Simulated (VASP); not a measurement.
# EuS (rocksalt type) (Fm-3m) in VASP: a series of runs, part 2 of 2

VASP 6.6.1. Earlier steps stand in the parts before.

### Step 5. Electric field gradients, PBE, collinear spin, ferromagnetic start

This run uses another cell than the first one, of 25.01 Å³/atom.

The input, INCAR:

```
ALGO = Normal ; EDIFF = 1E-8
ENCUT = 520 ; GGA = PE
GGA_COMPAT = False ; ISIF = 2
ISMEAR = -1 ; ISPIN = 2
LASPH = True ; LCHARG = False
LEFG = True ; LMAXMIX = 6
LORBIT = 11 ; LREAL = False
LWAVE = False ; MAGMOM = 7 0
NBANDS = 22 ; NELM = 200
PREC = Accurate ; SIGMA = 0.08
```

The input, KPOINTS:

```
k-points
0
Gamma
  10 10 10
```

The input, POSCAR:

```
EuS
1.0
    0.0000000000      2.9242242639      2.9242242639
    2.9242242639      0.0000000000      2.9242242639
    2.9242242639      2.9242242639      0.0000000000
Eu S
1 1
Direct
    0.0000000000      0.0000000000      0.0000000000
    0.5000000000      0.5000000000      0.5000000000
```

Potentials or basis: VASP PAW PBE potentials, release 64 (Eu, S).

Run with:

```sh
$ cat potpaw_PBE.64/Eu/POTCAR potpaw_PBE.64/S/POTCAR > POTCAR
$ mpirun -np 1 vasp_std > vasp.out
```

OUTCAR:

```text
EDIFF = 1E-8
   ENCUT = 520
   GGA = PE
   ISIF = 2
   ISMEAR = -1
   ISPIN = 2
   LASPH = True
   LORBIT = 11
   LREAL = False
   NELM = 200
   PREC = Accurate

 ion  position               nearest neighbor table
   1  0.000  0.000  0.000-   2 2.92   2 2.92   2 2.92   2 2.92   2 2.92   2 2.92
   2  0.500  0.500  0.500-   1 2.92   1 2.92   1 2.92   1 2.92   1 2.92   1 2.92

  LATTYP: Found a face centered cubic cell.
 ALAT       =     5.8484485278

  Lattice vectors:

 A1 = (   0.0000000000,   2.9242242639,   2.9242242639)
 A2 = (   2.9242242639,   0.0000000000,   2.9242242639)
 A3 = (   2.9242242639,   2.9242242639,   0.0000000000)

Analysis of symmetry for initial positions (statically):
=====================================================================
 Subroutine PRICEL returns:
 Original cell was already a primitive cell.

[... 1420 lines left out ...]
 -----------------------------------------------------------------------------------
    total drift:                                0.000000     -0.000000     -0.000000

  FREE ENERGIE OF THE ION-ELECTRON SYSTEM (eV)
  ---------------------------------------------------
  free  energy   TOTEN  =       -19.9386449678 eV

  energy  without entropy=      -19.9029648829  energy(sigma->0) =      -19.92080493

 Electric field gradients (V/A^2)
---------------------------------------------------------------------
 ion       V_xx      V_yy      V_zz      V_xy      V_xz      V_yz
---------------------------------------------------------------------
   1       0.000    -0.000    -0.000    -0.000    -0.000    -0.000
   2      -0.000    -0.000     0.000    -0.000    -0.000    -0.000
---------------------------------------------------------------------

 Electric field gradients after diagonalization (V/A^2)
 (convention: |V_zz| > |V_xx| > |V_yy|)
----------------------------------------------------------------------
 ion       V_xx      V_yy      V_zz     asymmetry (V_yy - V_xx)/ V_zz
----------------------------------------------------------------------
   1       0.000     0.000    -0.000       0.000
   2       0.000     0.000    -0.000       0.000
----------------------------------------------------------------------

           NMR quadrupolar parameters

 Cq : quadrupolar parameter    Cq=e*Q*V_zz/h
 eta: asymmetry parameters     (V_yy - V_xx)/ V_zz
 Q  : nuclear electric quadrupole moment in mb (millibarn)
----------------------------------------------------------------------
 ion       Cq(MHz)       eta       Q (mb)
----------------------------------------------------------------------
   1      -0.000       0.000       1.000
   2      -0.000       0.000       1.000
----------------------------------------------------------------------

 total charge

# of ion       s       p       d       f       tot
--------------------------------------------------
    1        2.029   5.758   0.346   6.621  14.755
    2        1.317   2.447   0.000   0.000   3.763
--------------------------------------------------
tot          3.346   8.205   0.346   6.621  18.519

 magnetization (x)

# of ion       s       p       d       f       tot
--------------------------------------------------
    1       -0.014  -0.112   0.098   6.585   6.556
    2       -0.007  -0.066   0.000   0.000  -0.073
--------------------------------------------------
tot         -0.022  -0.178   0.098   6.585   6.483
```

It took 4.3 min on 1 thread of Intel Xeon 8259CL, shared host; peak memory 0.27 GiB.

Results:

- Free energy: -19.9386 eV
- Pressure: -0.3 GPa
- Net moment: 6.94 μB per cell
- Site moments: Eu +6.56; S -0.07 μB
- Largest electric field gradient by atom: zero within the noise of the run
- Valence electrons inside the program's atomic spheres: Eu 14.76; S 3.76

Caveat: spin-orbit coupling is left out, which moves the levels of the heavy elements; a cell with one magnetic atom can't hold antiferromagnetic order, which such compounds often take; semilocal functionals describe open f shells poorly, which spoils levels, moments and volumes.

### Step 6. Electric field gradients, PBE, collinear spin, ferromagnetic start

This run uses another cell than the first one, of 25.01 Å³/atom.

The input, INCAR:

```
SYSTEM = EuS
ALGO = Normal
EDIFF = 1E-8
ENCUT = 520
GGA = PE
GGA_COMPAT = .False.
ISIF = 2
ISMEAR = -1
ISPIN = 2
LASPH = .True.
LCHARG = .False.
LEFG = .True.
LMAXMIX = 6
LORBIT = 11
LREAL = .False.
LWAVE = .False.
MAGMOM = 7 0
NBANDS = 22
NELM = 200
PREC = Accurate
SIGMA = 0.08
```

The input, KPOINTS:

```
k-points
0
Gamma
  10 10 10
  0 0 0
```

POSCAR is that of step 5.

Potentials or basis: VASP PAW PBE potentials, release 64 (Eu, S).

Run with:

```sh
$ cat potpaw_PBE.64/Eu/POTCAR potpaw_PBE.64/S/POTCAR > POTCAR
$ mpirun -np 1 vasp_std > vasp.out
```

OUTCAR:

```text
SYSTEM = EuS
   EDIFF = 1E-8
   ENCUT = 520
   GGA = PE
   ISIF = 2
   ISMEAR = -1
   ISPIN = 2
   LASPH = .True.
   LORBIT = 11
   LREAL = .False.
   NELM = 200
   PREC = Accurate

 ion  position               nearest neighbor table
   1  0.000  0.000  0.000-   2 2.92   2 2.92   2 2.92   2 2.92   2 2.92   2 2.92
   2  0.500  0.500  0.500-   1 2.92   1 2.92   1 2.92   1 2.92   1 2.92   1 2.92

  LATTYP: Found a face centered cubic cell.
 ALAT       =     5.8484485278

  Lattice vectors:

 A1 = (   0.0000000000,   2.9242242639,   2.9242242639)
 A2 = (   2.9242242639,   0.0000000000,   2.9242242639)
 A3 = (   2.9242242639,   2.9242242639,   0.0000000000)

Analysis of symmetry for initial positions (statically):
=====================================================================
 Subroutine PRICEL returns:
 Original cell was already a primitive cell.

 Routine SETGRP: Setting up the symmetry group for a
 face centered cubic supercell.

 Subroutine GETGRP returns: Found 48 space group operations
 (whereof 48 operations were pure point group operations)
 out of a pool of 48 trial point group operations.

The static configuration has the point symmetry O_h .

Analysis of symmetry for dynamics (positions and initial velocities):
=====================================================================
 Subroutine PRICEL returns:
 Original cell was already a primitive cell.

 Routine SETGRP: Setting up the symmetry group for a
 face centered cubic supercell.

 Subroutine GETGRP returns: Found 48 space group operations
 (whereof 48 operations were pure point group operations)
 out of a pool of 48 trial point group operations.

The dynamic configuration has the point symmetry O_h .

Analysis of structural, dynamic, and magnetic symmetry:
=====================================================================
 Subroutine PRICEL returns:
 Original cell was already a primitive cell.

 Routine SETGRP: Setting up the symmetry group for a
 face centered cubic supercell.

 Subroutine GETGRP returns: Found 48 space group operations
 (whereof 48 operations were pure point group operations)
 out of a pool of 48 trial point group operations.

The overall configuration has the point symmetry O_h .

 Subroutine INISYM returns: Found 48 space group operations
 (whereof 48 operations are pure point group operations),
 and found     1 'primitive' translations

----------------------------------------------------------------------------------------

                                     Primitive cell

  volume of cell :      50.0106

  direct lattice vectors                    reciprocal lattice vectors
     0.000000000  2.924224264  2.924224264    -0.170985518  0.170985518  0.170985518
     2.924224264  0.000000000  2.924224264     0.170985518 -0.170985518  0.170985518
     2.924224264  2.924224264  0.000000000     0.170985518  0.170985518 -0.170985518

  length of vectors
     4.135477613  4.135477613  4.135477613     0.296155604  0.296155604  0.296155604

  position of ions in fractional coordinates (direct lattice)
     0.000000000  0.000000000  0.000000000
     0.500000000  0.500000000  0.500000000

  ion indices of the primitive-cell ions
[... 109 lines left out ...]
 maximum number of plane-waves:      1363
   NGX = 15   NGY = 15   NGZ = 15

 number of electron      22.9999993 magnetization       6.9424933

 Free energy of the ion-electron system (eV)
  ---------------------------------------------------
  ext. energy  EPLUGINS =         0.00000000
  ---------------------------------------------------
  free energy    TOTEN  =       -19.93864497 eV

  energy without entropy =      -19.90296488  energy(sigma->0) =      -19.92080493

 E-fermi :   4.6712     XC(G=0):  -9.9076

 val. band max:        4.6188111976   @ k =   0.5000   0.4000   0.0000
 cond. band min:       4.6851391067   @ k =   0.0000   0.0000   0.0000
 fundamental gap:      0.0663279090
 Fermi energy:         4.6711574883

 spin component 1

 k-point     1 :       0.0000    0.0000    0.0000
  band No.  band energies     occupation
      1     -36.8503      1.00000
      2     -15.5375      1.00000
      3     -15.5375      1.00000
      4     -15.5375      1.00000
      5      -9.0005      1.00000
      6       1.8115      1.00000
[... 589 lines left out ...]
     21      10.8644      0.00000
     22      11.9009      0.00000

 [... further k-points ...]

 spin component 2

 k-point     1 :       0.0000    0.0000    0.0000
  band No.  band energies     occupation
      1     -33.7886      1.00000
      2     -13.2973      1.00000
      3     -13.2973      1.00000
      4     -13.2973      1.00000
      5      -8.9827      1.00000
      6       1.9952      1.00000
[... 589 lines left out ...]
     21      11.7290      0.00000
     22      12.6954      0.00000

 [... further k-points ...]

------------------------ aborting loop because EDIFF is reached ----------------------------------------

  FORCE on cell =-STRESS in cart. coord.  units (eV):
  Direction    XX          YY          ZZ          XY          YZ          ZX
  --------------------------------------------------------------------------------------
  -------------------------------------------------------------------------------------
  Total       -0.0983485     -0.0983485     -0.0983485     -0.0000000      0.0000000     -0.0000000
  in kB       -3.1507655     -3.1507655     -3.1507655     -0.0000000      0.0000000     -0.0000000
  external PRESSURE =      -3.1507655 kB  Pullay stress =       0.0000000 kB

 VOLUME and BASIS-vectors are now :
 -----------------------------------------------------------------------------
  energy-cutoff  :      520.00
  volume of cell :       50.01
      direct lattice vectors                 reciprocal lattice vectors
     0.000000000  2.924224264  2.924224264    -0.170985518  0.170985518  0.170985518
     2.924224264  0.000000000  2.924224264     0.170985518 -0.170985518  0.170985518
     2.924224264  2.924224264  0.000000000     0.170985518  0.170985518 -0.170985518

 POSITION                                       TOTAL-FORCE (eV/Angst)
 -----------------------------------------------------------------------------------
      0.00000      0.00000      0.00000        -0.000000      0.000000      0.000000
      2.92422      2.92422      2.92422         0.000000     -0.000000     -0.000000
 -----------------------------------------------------------------------------------
    total drift:                                0.000000     -0.000000     -0.000000

  FREE ENERGIE OF THE ION-ELECTRON SYSTEM (eV)
  ---------------------------------------------------
  free  energy   TOTEN  =       -19.9386449678 eV

  energy  without entropy=      -19.9029648829  energy(sigma->0) =      -19.92080493

 Electric field gradients (V/A^2)
---------------------------------------------------------------------
 ion       V_xx      V_yy      V_zz      V_xy      V_xz      V_yz
---------------------------------------------------------------------
   1       0.000    -0.000    -0.000    -0.000    -0.000    -0.000
   2      -0.000    -0.000     0.000    -0.000    -0.000    -0.000
---------------------------------------------------------------------

 Electric field gradients after diagonalization (V/A^2)
 (convention: |V_zz| > |V_xx| > |V_yy|)
----------------------------------------------------------------------
 ion       V_xx      V_yy      V_zz     asymmetry (V_yy - V_xx)/ V_zz
----------------------------------------------------------------------
   1       0.000     0.000    -0.000       0.000
   2       0.000     0.000    -0.000       0.000
----------------------------------------------------------------------

           NMR quadrupolar parameters

 Cq : quadrupolar parameter    Cq=e*Q*V_zz/h
 eta: asymmetry parameters     (V_yy - V_xx)/ V_zz
 Q  : nuclear electric quadrupole moment in mb (millibarn)
----------------------------------------------------------------------
 ion       Cq(MHz)       eta       Q (mb)
----------------------------------------------------------------------
   1      -0.000       0.000       1.000
   2      -0.000       0.000       1.000
----------------------------------------------------------------------

 total charge

# of ion       s       p       d       f       tot
--------------------------------------------------
    1        2.029   5.758   0.346   6.621  14.755
    2        1.317   2.447   0.000   0.000   3.763
--------------------------------------------------
tot          3.346   8.205   0.346   6.621  18.519

 magnetization (x)

# of ion       s       p       d       f       tot
--------------------------------------------------
    1       -0.014  -0.112   0.098   6.585   6.556
    2       -0.007  -0.066   0.000   0.000  -0.073
--------------------------------------------------
tot         -0.022  -0.178   0.098   6.585   6.483
```

stdout:

```text
POSCAR found type information on POSCAR EuS
 POSCAR found :  2 types and       2 ions
 scaLAPACK will be used
 LDA part: xc-table for (Slater+PW92), standard interpolation
 POSCAR, INCAR and KPOINTS ok, starting setup
 FFT: planning ... GRIDC
 FFT: planning ... GRID_SOFT
 FFT: planning ... GRID
 WAVECAR not read
 entering main loop
ion   1

ion   2
```

Run time: 4.5 min. Hardware: 1 thread of Intel Xeon 8259CL, shared host; peak memory 0.27 GiB.

What came out:

```yaml
Free_energy: -19.9386 eV
Pressure: -0.3 GPa
Net_moment: 6.94 μB per cell
Site_moments: Eu +6.56; S -0.07 μB
Largest_electric_field_gradient_by_atom: zero within the noise of the run
Valence_electrons_inside_the_program's_atomic_spheres: Eu 14.76; S 3.76
```

Caveat: spin-orbit coupling is left out, which moves the levels of the heavy elements; a cell with one magnetic atom can't hold antiferromagnetic order, which such compounds often take; semilocal functionals describe open f shells poorly, which spoils levels, moments and volumes.

### Step 7. The runs side by side

```csv
cell,gap on the mesh (eV),pressure (GPa),moment (μB)
"a = 4.080 Å, angles 60.0°, 2 atoms",none,2.0,6.92
"a = 4.108 Å, angles 60.0°, 2 atoms",none,0.8,6.93
"a = 4.135 Å, angles 60.0°, 2 atoms",none,-0.3,6.94
```

Alike in all rows: task electric field gradients; level PBE; potentials or basis VASP PAW PBE potentials, release 64 (Eu, S); spin collinear, ferromagnetic start; k mesh 10 × 10 × 10; cutoff (eV) 520; smearing fermi-dirac 0.08 eV.

Caveats: spin-orbit coupling is left out, which moves the levels of the heavy elements; a cell with one magnetic atom can't hold antiferromagnetic order, which such compounds often take; semilocal functionals describe open f shells poorly, which spoils levels, moments and volumes.

Absolute energies hang on the potentials; compare differences alone.
